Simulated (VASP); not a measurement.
Runs of VASP 6.6.1 on Si5P2. The structure is that of space group P-3m1 (No. 164), or close to it. The cells are those of the table. 

```csv
task,cell,k mesh,cutoff (eV),gap on the mesh (eV),pressure (GPa),largest force (eV/Å)
single point,"a = 3.779, b = 3.778, c = 10.844 Å, angles 90.0, 90.0, 120.0°, 7 atoms",6 × 6 × 2,520,none,-0.1,0.02
relaxation of cell and atoms,"relaxed from a = 3.600, b = 3.600, c = 11.450 Å, angles 90.0, 90.0, 120.0°, 7 atoms",5 × 5 × 2,600,none,0.2,0.07
single point,"a = 3.779, b = 3.779, c = 10.834 Å, angles 90.0, 90.0, 120.0°, 7 atoms",5 × 5 × 2,520,none,-0.1,(a)
single point,"a = 3.779, b = 3.779, c = 10.848 Å, angles 90.0, 90.0, 120.0°, 7 atoms",6 × 6 × 2,520,none,-0.2,0.10
```

Alike in all rows: level PBE; potentials or basis VASP PAW PBE potentials, release 64 (Si, P); no spin polarisation; smearing gaussian 0.2 eV.

**Question.** Fill in the values left out.

**Answer.** (a) 0.04.

Caveats: some runs use coarse meshes; the relaxation stopped at a loose force limit of 0.08 eV/Å, so its end isn't a converged minimum (some runs).

A gap of «none» marks levels without a gap at the run's occupations.
